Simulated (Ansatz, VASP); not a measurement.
Ga in VASP and in Ansatz

File INCAR:

```
SYSTEM = Ga
  PREC = Accurate
  ENCUT = 520
  EDIFF = 1E-6
  ISMEAR = 0
  SIGMA = 0.05
  LREAL = .False.
  LASPH = .True.
  NELM = 60
  ALGO = Normal
  ISIF = 2
  LWAVE = .False.
  LCHARG = .False.
  GGA = PE
  NBANDS = 12
```

File KPOINTS:

```
regular mesh
0
Gamma
  18 18 18
  0 0 0
```

The input POSCAR:

```
Ga
1.0
   -1.6864446225      1.6864446225      1.6864446225
    1.6864446225     -1.6864446225      1.6864446225
    1.6864446225      1.6864446225     -1.6864446225
Ga
1
Direct
    0.0000000000      0.0000000000      0.0000000000
```

Input for Ansatz:

```yaml
crystal:
  lattice:
    - [-1.6864446225, 1.6864446225, 1.6864446225]
    - [1.6864446225, -1.6864446225, 1.6864446225]
    - [1.6864446225, 1.6864446225, -1.6864446225]
  atoms:
    - { symbol: Ga, position: [0.0, 0.0, 0.0] }
basis:
  ecutwfc: 420
  ecutrho_ratio: 4
kpoints:
  mp_grid: { grid: [18, 18, 18] }
hamiltonian:
  xc: pbe
scf:
  occupations: { method: gaussian, width: 0.05 }
output:
  forces: true
  stress: true
  eigenvalues: true
```

Alike in both runs: task single point; functional PBE; k mesh 18 × 18 × 18; occupations gaussian, width 0.05 eV; no spin polarisation.

|  | VASP | Ansatz |
| --- | --- | --- |
| version | VASP 6.6.1 | Ansatz 0.2.0 |
| potentials or method | VASP PAW PBE potentials, release 64 (Ga_d), cutoff 520 eV | scalar-relativistic, plane waves, PAW |
| valence electrons in the cell | 13 | 13 |

```csv
,VASP,Ansatz,Ansatz less VASP
pressure (GPa),0.1,0.0,-0.06
```

With one functional, cell and mesh, what is left measures potentials, basis and numerics.
